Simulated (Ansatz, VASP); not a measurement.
**Pb2O in VASP and in Ansatz**

```
Pb O
1.0
     5.48552    0.00000    0.00000
     0.00000    5.48552    0.00000
     0.00000    0.00000    5.48552
Pb O
4 2
Direct
  0.25000 0.25000 0.25000
  0.75000 0.75000 0.25000
  0.25000 0.75000 0.75000
  0.75000 0.25000 0.75000
  0.00000 0.00000 0.00000
  0.50000 0.50000 0.50000
```

Alike in both runs: task single point; functional PBEsol; k mesh 8 × 8 × 8; occupations gaussian, width 0.1 eV; no spin polarisation.

|  | VASP | Ansatz |
| --- | --- | --- |
| version | VASP 6.6.1 | Ansatz 0.2.0 |
| potentials or method | VASP PAW PBE potentials, release 64 (Pb_d, O), cutoff 520 eV | scalar-relativistic, plane waves, PAW |
| valence electrons in the cell | 68 | 68 |

|  | VASP | Ansatz | Ansatz less VASP |
| --- | --- | --- | --- |
| gap on the k mesh at the Fermi level (eV) | none | none | - |
| pressure (GPa) | -2.8 | -2.8 | 0.00 |

VASP's potentials were made for PBE, not for PBEsol. A gap of «none» marks a metal or a gap that the smearing closes.

Neither program's run includes spin-orbit coupling.
